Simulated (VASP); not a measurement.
# InP (F-43m) in VASP: further runs, part 2 of 2

VASP 6.6.1. The steps go on from the part before.

**6. Vibrations by perturbation theory, PBE**

This run uses another cell than the first one, of 28.03 Å³/atom, 1.059 times its volume.

File INCAR:

```
PREC     = Accurate       # precision mode
ENCUT    = 520            # plane-wave cutoff, eV
EDIFF    = 1E-8           # SCF threshold, eV
ISMEAR   = 0              # smearing method
SIGMA    = 0.01           # smearing width, eV
LREAL    = False          # projectors in reciprocal space
LASPH    = True           # aspherical terms in the spheres
NELM     = 100            # most SCF steps
ALGO     = Normal         # electronic algorithm
ISIF     = 2              # what is computed and relaxed
LWAVE    = False          # write WAVECAR
LCHARG   = False          # write CHGCAR
GGA      = PE             # functional
IBRION   = 8              # ionic algorithm
NSW      = 1              # ionic steps
```

File KPOINTS:

```
Automatic mesh
0
Gamma
  10 10 10
```

File POSCAR:

```
InP
1.0
    0.0000000000      3.0377985671      3.0377985671
    3.0377985671      0.0000000000      3.0377985671
    3.0377985671      3.0377985671      0.0000000000
In P
1 1
Direct
    0.0000000000      0.0000000000      0.0000000000
    0.7500000000      0.7500000000      0.7500000000
```

Potentials or basis: VASP PAW PBE potentials, release 64 (In_d, P).

Started as:

```bash
> cat potpaw_PBE.64/In_d/POTCAR potpaw_PBE.64/P/POTCAR > POTCAR
> mpirun -np 1 vasp_std > vasp.out
```

OUTCAR:

```text
PREC = Accurate
   ENCUT = 520
   EDIFF = 1E-8
   ISMEAR = 0
   LREAL = False
   LASPH = True
   NELM = 100
   ISIF = 2
   GGA = PE
   IBRION = 8
   NSW = 1

 ion  position               nearest neighbor table
   1  0.000  0.000  0.000-   2 2.63   2 2.63   2 2.63   2 2.63
   2  0.750  0.750  0.750-   1 2.63   1 2.63   1 2.63   1 2.63

  LATTYP: Found a face centered cubic cell.
 ALAT       =     6.0755971342

  Lattice vectors:

 A1 = (   0.0000000000,   3.0377985671,   3.0377985671)
 A2 = (   3.0377985671,   0.0000000000,   3.0377985671)
 A3 = (   3.0377985671,   3.0377985671,   0.0000000000)

Analysis of symmetry for initial positions (statically):
=====================================================================
 Subroutine PRICEL returns:
 Original cell was already a primitive cell.

 Routine SETGRP: Setting up the symmetry group for a
 face centered cubic supercell.
[... 612 lines left out ...]

 INTERNAL STRAIN TENSOR  FOR ION    2  DIRECTION 1   (eV/Angst):
 -----------------------------------------------------------------------------
    -0.00562  0.00000  0.00000
     0.00000  0.00438  4.55777
     0.00000  4.55777  0.00438

 INTERNAL STRAIN TENSOR FOR ION    2 for displacements in x,y,z  (eV/Angst):
          X           Y           Z          XY          YZ          ZX
  --------------------------------------------------------------------------------
  x     0.00000     0.00000     0.00000     0.00000     4.55777     0.00000
  y     0.00000    -0.00000     0.00000     0.00000     0.00000     4.55777
  z     0.00000     0.00000     0.00000     4.55777     0.00000     0.00000

 SECOND DERIVATIVES (NOT SYMMETRIZED)
 ------------------------------------
               1X          1Y          1Z          2X          2Y          2Z
  1X    -6.139570    0.000000    0.000000    6.139570    0.000000    0.000000
  1Y     0.000000   -6.139570    0.000000    0.000000    6.139570    0.000000
  1Z     0.000000    0.000000   -6.139570    0.000000    0.000000    6.139570
  2X     6.153713    0.000000    0.000000   -6.153713    0.000000    0.000000
  2Y     0.000000    6.153713    0.000000    0.000000   -6.153713    0.000000
  2Z     0.000000    0.000000    6.153713    0.000000    0.000000   -6.153713

 Eigenvectors and eigenvalues of the dynamical matrix
 ----------------------------------------------------

   1 f  =    7.850110 THz    49.323696 2PiTHz  261.851486 cm-1    32.465432 meV
             X         Y         Z           dx          dy          dz
      0.000000  0.000000  0.000000     0.000000    0.460506    0.000000
      4.556698  4.556698  4.556698     0.000000   -0.887657    0.000000
[... 21 lines left out ...]
   6 f/i=    0.003692 THz     0.023196 2PiTHz    0.123142 cm-1     0.015268 meV
             X         Y         Z           dx          dy          dz
      0.000000  0.000000  0.000000     0.000000    0.000000    0.887657
      4.556698  4.556698  4.556698     0.000000    0.000000    0.460506

--------------------------------------------------------------------------------------------------------

 ELASTIC MODULI CONTR FROM IONIC RELAXATION (kBar)
 Direction    XX          YY          ZZ          XY          YZ          ZX
 --------------------------------------------------------------------------------
 XX          -0.0000      0.0000      0.0000     -0.0000      0.0000     -0.0000
 YY           0.0000     -0.0000     -0.0000     -0.0000     -0.0000      0.0000
 ZZ           0.0000     -0.0000     -0.0000     -0.0000     -0.0000     -0.0000
 XY          -0.0000     -0.0000     -0.0000    -94.6182      0.0000     -0.0000
 YZ           0.0000     -0.0000     -0.0000      0.0000    -94.6182     -0.0000
 ZX          -0.0000      0.0000     -0.0000     -0.0000     -0.0000    -94.6182
 --------------------------------------------------------------------------------
```

OSZICAR:

```text
N       E                     dE             d eps       ncg     rms          rms(c)
DAV:   1     0.111691763022E+03    0.11169E+03   -0.86038E+03  1227   0.150E+03
DAV:   2    -0.105797236967E+00   -0.11180E+03   -0.10858E+03  1282   0.321E+02
DAV:   3    -0.849993559424E+01   -0.83941E+01   -0.83030E+01  1577   0.920E+01
DAV:   4    -0.874399433100E+01   -0.24406E+00   -0.24384E+00  1461   0.175E+01
[... 50 lines left out ...]
RMM:  11    -0.490494842576E-01   -0.23703E-06   -0.34136E-08  8884   0.144E-04    0.364E-05
RMM:  12    -0.490494997486E-01   -0.15491E-07    0.11085E-07  9356   0.540E-05    0.311E-05
RMM:  13    -0.490494862680E-01    0.13481E-07   -0.88162E-09  8676   0.242E-05    0.386E-06
RMM:  14    -0.490494654943E-01    0.20774E-07   -0.25505E-08  7365   0.128E-05    0.995E-06
RMM:  15    -0.490494619504E-01    0.35439E-08   -0.11049E-08  6688   0.668E-06    0.407E-06
 Linear response finished
```

stdout:

```text
POSCAR found type information on POSCAR InP
 POSCAR found :  2 types and       2 ions
 scaLAPACK will be used
 LDA part: xc-table for (Slater+PW92), standard interpolation
 POSCAR, INCAR and KPOINTS ok, starting setup
 FFT: planning ... GRIDC
 FFT: planning ... GRID_SOFT
 FFT: planning ... GRID
 WAVECAR not read
 entering main loop
 Linear response reoptimize wavefunctions to high precision
 Linear response DOF=           2
 Linear response progress:
 first order change of Fermi-energy   0.25743E+00
 force on displaced ion       1 direction 1 :  -6.140   0.000   0.000
 Linear response progress:
 first order change of Fermi-energy  -0.25731E+00
 force on displaced ion       2 direction 1 :  -6.154   0.000   0.000
 Linear response finished
```

It took 5.4 min on 1 thread of AMD EPYC 7R43 (Zen 3), shared host; peak memory 0.39 GiB.

What came out:

* Highest phonon frequency at Γ, LO-TO splitting left out: 262 cm⁻¹

Phonon frequencies in cm⁻¹ (negative: imaginary):
| q point | frequencies |
| --- | --- |
| (0.000, 0.000, 0.000) | 0 0 0 262 262 262 |

Caveat: the cell wasn't relaxed at this level first, which shifts response properties; spin-orbit coupling is left out, which moves the levels of the heavy elements.

**7. Elastic constants, PBE**

This run uses another cell than the first one, of 22.32 Å³/atom, 0.843 times its volume.

File INCAR:

```
SYSTEM = InP
PREC = Accurate ; ENCUT = 600
EDIFF = 1E-8 ; ISMEAR = 0
SIGMA = 0.01 ; LREAL = .FALSE.
LASPH = .TRUE. ; NELM = 80
ALGO = Normal ; ISIF = 3
LWAVE = .FALSE. ; LCHARG = .FALSE.
GGA = PE ; NBANDS = 16
IBRION = 6 ; NFREE = 2
POTIM = 0.015 ; NSW = 1
```

File KPOINTS:

```
Automatic mesh
0
G
  10 10 10
  0 0 0
```

File POSCAR:

```
InP
1.0
    0.0000000000      2.8154282559      2.8154282559
    2.8154282559      0.0000000000      2.8154282559
    2.8154282559      2.8154282559      0.0000000000
In P
1 1
Direct
    0.0000000000      0.0000000000      0.0000000000
    0.7500000000      0.7500000000      0.7500000000
```

Potentials or basis: VASP PAW PBE potentials, release 64 (In_d, P).

Started as:

```bash
> cat potpaw_PBE.64/In_d/POTCAR potpaw_PBE.64/P/POTCAR > POTCAR
> mpirun -np 1 vasp_std > vasp.out
```

OUTCAR:

```text
SYSTEM = InP
   PREC = Accurate
   ENCUT = 600
   EDIFF = 1E-8
   ISMEAR = 0
   LREAL = .FALSE.
   LASPH = .TRUE.
   NELM = 80
   ISIF = 3
   GGA = PE
   IBRION = 6
   NFREE = 2
   POTIM = 0.015
   NSW = 1

 ion  position               nearest neighbor table
   1  0.000  0.000  0.000-   2 2.44   2 2.44   2 2.44   2 2.44
   2  0.750  0.750  0.750-   1 2.44   1 2.44   1 2.44   1 2.44

  LATTYP: Found a face centered cubic cell.
 ALAT       =     5.6308565118

  Lattice vectors:

 A1 = (   0.0000000000,   2.8154282559,   2.8154282559)
 A2 = (   2.8154282559,   0.0000000000,   2.8154282559)
 A3 = (   2.8154282559,   2.8154282559,   0.0000000000)

Analysis of symmetry for initial positions (statically):
=====================================================================
 Subroutine PRICEL returns:
 Original cell was already a primitive cell.

 Routine SETGRP: Setting up the symmetry group for a
 face centered cubic supercell.

 Subroutine GETGRP returns: Found 24 space group operations
 (whereof 24 operations were pure point group operations)
 out of a pool of 48 trial point group operations.

The static configuration has the point symmetry T_d .

Analysis of symmetry for dynamics (positions and initial velocities):
[... 822 lines left out ...]
  -------------------------------------------------------------------------------------
  Total        4.1571677      4.1615645      4.1615645      0.0000000     -0.2160567      0.0000000
  in kB      149.2260811    149.3839115    149.3839115      0.0000000     -7.7555899      0.0000000
  external PRESSURE =     149.3313014 kB  Pullay stress =       0.0000000 kB
[... 17 lines left out ...]
  FREE ENERGIE OF THE ION-ELECTRON SYSTEM (eV)
  ---------------------------------------------------
  free  energy   TOTEN  =        -8.0773297138 eV

  energy  without entropy=       -8.0773297138  energy(sigma->0) =       -8.07732971

 INTERNAL STRAIN TENSORS FROM STRAINED CELLS
 ============================================

 INTERNAL STRAIN TENSOR FOR ION    1 for displacements in x,y,z  (eV/Angst):
          X           Y           Z          XY          YZ          ZX
  --------------------------------------------------------------------------------
  x    -0.00000     0.00000    -0.00000     0.00000   -14.42454    -0.00000
  y    -0.00000    -0.00000    -0.00000    -0.00000    -0.00000   -14.42635
  z    -0.00000    -0.00000     0.00000   -14.42635    -0.00000    -0.00000

 INTERNAL STRAIN TENSORS FROM DISPLACED ATOMS
 ============================================

 INTERNAL STRAIN TENSOR FOR ION    1 for displacements in x,y,z  (eV/Angst):
          X           Y           Z          XY          YZ          ZX
  --------------------------------------------------------------------------------
  x     0.00000     0.00000     0.00000     0.00000   -14.41967     0.00000
  y     0.00000     0.00000     0.00000     0.00000     0.00000   -14.41967
  z     0.00000     0.00000     0.00000   -14.41967     0.00000     0.00000

 INTERNAL STRAIN TENSOR FOR ION    2 for displacements in x,y,z  (eV/Angst):
          X           Y           Z          XY          YZ          ZX
  --------------------------------------------------------------------------------
  x     0.00000     0.00000     0.00000     0.00000    14.41306     0.00000
  y     0.00000     0.00000     0.00000     0.00000     0.00000    14.41306
  z     0.00000     0.00000     0.00000    14.41306     0.00000     0.00000

 Eigenvectors and eigenvalues of the dynamical matrix
 ----------------------------------------------------

   1 f  =   10.538579 THz    66.215847 2PiTHz  351.529172 cm-1    43.584043 meV
             X         Y         Z           dx          dy          dz
      0.000000  0.000000  0.000000     0.000000    0.461144    0.000000
      4.223142  4.223142  4.223142     0.000000   -0.887325    0.000000
[... 21 lines left out ...]
   6 f/i=    0.002619 THz     0.016457 2PiTHz    0.087369 cm-1     0.010832 meV
             X         Y         Z           dx          dy          dz
      0.000000  0.000000  0.000000     0.000000    0.000000    0.887325
      4.223142  4.223142  4.223142     0.000000    0.000000    0.461144

--------------------------------------------------------------------------------------------------------

 ELASTIC MODULI CONTR FROM IONIC RELAXATION (kBar)
 Direction    XX          YY          ZZ          XY          YZ          ZX
 --------------------------------------------------------------------------------
 XX           0.0000      0.0000      0.0000      0.0000      0.0000      0.0000
 YY           0.0000      0.0000      0.0000      0.0000      0.0000      0.0000
 ZZ           0.0000      0.0000      0.0000      0.0000      0.0000      0.0000
 XY           0.0000      0.0000      0.0000   -672.7740      0.0000      0.0000
 YZ           0.0000      0.0000      0.0000      0.0000   -672.7740      0.0000
 ZX           0.0000      0.0000      0.0000      0.0000      0.0000   -672.7740
 --------------------------------------------------------------------------------

 TOTAL ELASTIC MODULI (kBar)
 Direction    XX          YY          ZZ          XY          YZ          ZX
 --------------------------------------------------------------------------------
 XX        1279.9951    962.5546    962.5546     -0.0000      0.0000      0.0000
 YY         962.5546   1279.9951    962.5546      0.0000      0.0000      0.0000
 ZZ         962.5546    962.5546   1279.9951     -0.0000     -0.0000      0.0000
 XY          -0.0000      0.0000     -0.0000    395.9451      0.0000      0.0000
 YZ           0.0000      0.0000     -0.0000      0.0000    395.9451      0.0000
 ZX           0.0000      0.0000      0.0000      0.0000      0.0000    395.9451
 --------------------------------------------------------------------------------
```

stdout:

```text
POSCAR found type information on POSCAR InP
 POSCAR found :  2 types and       2 ions
 scaLAPACK will be used
 LDA part: xc-table for (Slater+PW92), standard interpolation
 POSCAR, INCAR and KPOINTS ok, starting setup
 FFT: planning ... GRIDC
 FFT: planning ... GRID_SOFT
 FFT: planning ... GRID
 WAVECAR not read
 entering main loop
 Found     2 degrees of freedom:
 Adding 6 more for cell shape distortion
 Finite differences POTIM= 0.01500 DOF=   8
 bond charge predicted
 Finite differences progress:
 bond charge predicted
 Finite differences progress:
 bond charge predicted
 Finite differences progress:
 bond charge predicted
 Finite differences progress:
 bond charge predicted
 Finite differences progress:
 bond charge predicted
 Finite differences progress:
 bond charge predicted
 Finite differences progress:
 bond charge predicted
 Finite differences progress:
 bond charge predicted
 Finite differences progress:
 bond charge predicted
 Finite differences progress:
 bond charge predicted
 Finite differences progress:
 bond charge predicted
 Finite differences progress:
 bond charge predicted
 Finite differences progress:
 bond charge predicted
 Finite differences progress:
 bond charge predicted
 Finite differences progress:
 bond charge predicted
 Finite differences progress:
```

Wall time 27 min (1 thread of Intel Xeon Platinum 8488C (Sapphire Rapids), shared host); peak memory 0.5 GiB.

Results:

```
Elastic constants C11, C12, C44                         : 128, 96, 40 GPa
Voigt bulk modulus                                      : 107 GPa
Highest phonon frequency at Γ, LO-TO splitting left out : 352 cm⁻¹
```

Phonon frequencies in cm⁻¹ (negative: imaginary):
```
              q point        frequencies
(0.000, 0.000, 0.000)  0 0 0 352 352 352
```

Elastic tensor in Voigt notation (GPa, in the Cartesian axes of the cell as first typed):
```
128  96  96   0   0   0
 96 128  96   0   0   0
 96  96 128   0   0   0
  0   0   0  40   0   0
  0   0   0   0  40   0
  0   0   0   0   0  40
```

Clamped-ion elastic tensor (GPa):
```
128  96  96   0   0   0
 96 128  96   0   0   0
 96  96 128   0   0   0
  0   0   0 107   0   0
  0   0   0   0 107   0
  0   0   0   0   0 107
```

Caveat: the cell is under stress, which shifts elastic constants; spin-orbit coupling is left out, which moves the levels of the heavy elements.
